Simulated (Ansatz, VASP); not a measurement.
HfB2 in VASP and in Ansatz

File INCAR:

```
SYSTEM = HfB2
PREC     = Accurate       ! precision mode
ENCUT    = 520            ! plane-wave cutoff, eV
EDIFF    = 1E-7           ! SCF threshold, eV
ISMEAR   = -1             ! smearing method
SIGMA    = 0.05           ! smearing width, eV
LREAL    = .FALSE.        ! projectors in reciprocal space
LASPH    = .TRUE.         ! aspherical terms in the spheres
NELM     = 60             ! most SCF steps
ALGO     = Normal         ! electronic algorithm
ISIF     = 2              ! what is computed and relaxed
LWAVE    = .FALSE.        ! write WAVECAR
LCHARG   = .TRUE.         ! write CHGCAR
GGA      = PS             ! functional
LELF     = .TRUE.         ! ELF
LVHAR    = .TRUE.       
NBANDS   = 15             ! bands
```

File KPOINTS:

```
regular mesh
0
G
  13 13 11
  0 0 0
```

Contents of POSCAR:

```
HfB2
1.0
    3.1714001015      0.0000000000      0.0000000000
   -1.5857000508      2.7465130534      0.0000000000
    0.0000000000      0.0000000000      3.4800000000
Hf B
1 2
Direct
    0.0000000000      0.0000000000      0.0000000000
    0.3333333333      0.6666666667      0.5000000000
    0.6666666667      0.3333333333      0.5000000000
```

Input for Ansatz:

```yaml
crystal:
  lattice:
    - [3.1714001015, 0.0, 0.0]
    - [-1.5857000508, 2.7465130534, 0.0]
    - [0.0, 0.0, 3.48]
  atoms:
    - { symbol: Hf, position: [0.0, 0.0, 0.0] }
    - { symbol: B, position: [0.3333333333, 0.6666666667, 0.5] }
    - { symbol: B, position: [0.6666666667, 0.3333333333, 0.5] }
kpoints:
  mp_grid: { grid: [13, 13, 11] }
  band_path:
    path:
      - [0.0, 0.0, 0.0]
      - [0.5, 0.0, 0.0]
      - [0.3333333333, 0.3333333333, 0.0]
      - [0.0, 0.0, 0.0]
      - [0.0, 0.0, 0.5]
      - [0.5, 0.0, 0.5]
      - [0.3333333333, 0.3333333333, 0.5]
      - [0.0, 0.0, 0.5]
      - [0.5, 0.0, 0.5]
    npoints: 5
scf:
  occupations: { method: fermi_dirac, width: 0.05 }
hamiltonian:
  xc: pbesol
  pseudopotentials: { kind: all_electron, lapw: { basis_error: 0.0005 } }
output:
  forces: true
  stress: true
  eigenvalues: true
```

Change from the starting cell: equal xx and yy strain of +1 %.

Alike in both runs: task single point; functional PBEsol; k mesh 13 × 13 × 11; occupations fermi-dirac, width 0.05 eV; no spin polarisation.

|  | VASP | Ansatz |
| --- | --- | --- |
| version | VASP 6.6.1 | Ansatz 0.2.0 |
| potentials or method | VASP PAW PBE potentials, release 64 (Hf_pv, B), cutoff 520 eV | all-electron LAPW, scalar-relativistic |

```tsv
	VASP	Ansatz	Ansatz less VASP
pressure (GPa)	-9.4	-9.2	+0.21
traceless stress, the component that is largest in VASP (GPa)	1.91	1.82	-0.090
```

VASP's potentials were made for PBE, not for PBEsol. Ansatz ran all-electron here, and VASP with PAW potentials.

Spin-orbit coupling is off throughout.
